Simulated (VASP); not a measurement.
TiB, 2 atoms in the cell. It takes space group F-43m (No. 216, cubic). The conventional cell has a = 4.932 Å, b = 4.932 Å, c = 4.932 Å, α = 90.00°, β = 90.00°, γ = 90.00°. Within 2.8 Å of Ti (site symmetry -43m) lie 4 B at 2.14 Å. B (site symmetry -43m) has 4 Ti at 2.14 Å within 2.8 Å. 

| Property | Result |
| --- | --- |
| Program | VASP 6.6.1 |
| Task | single point |
| Functional | PBEsol |
| Potentials or basis | VASP PAW PBE potentials, release 64 (Ti_sv, B) |
| Cutoff | 500 eV |
| k mesh | 9 × 9 × 9 |
| Occupations | fermi-dirac, width 0.05 eV |
| Spin | no spin polarisation |
| Dipole correction | no |
| Further INCAR settings | ALGO = Normal; EDIFF = 1e-06; NBANDS = 14 |

Potentials or basis: VASP PAW PBE potentials, release 64 (Ti_sv, B).

Command:

```bash
$ cat potpaw_PBE.64/Ti_sv/POTCAR potpaw_PBE.64/B/POTCAR > POTCAR
$ mpirun -np 1 vasp_std > vasp.out
```

Hardware: 1 thread of Intel Xeon 8259CL (shared host).

Question: Estimate the wall time of this run.

Answer: Run time: 41 s on 1 thread of Intel Xeon 8259CL (shared host), peak memory 0.16 GiB. Counts: scf iterations 14, k points 35.
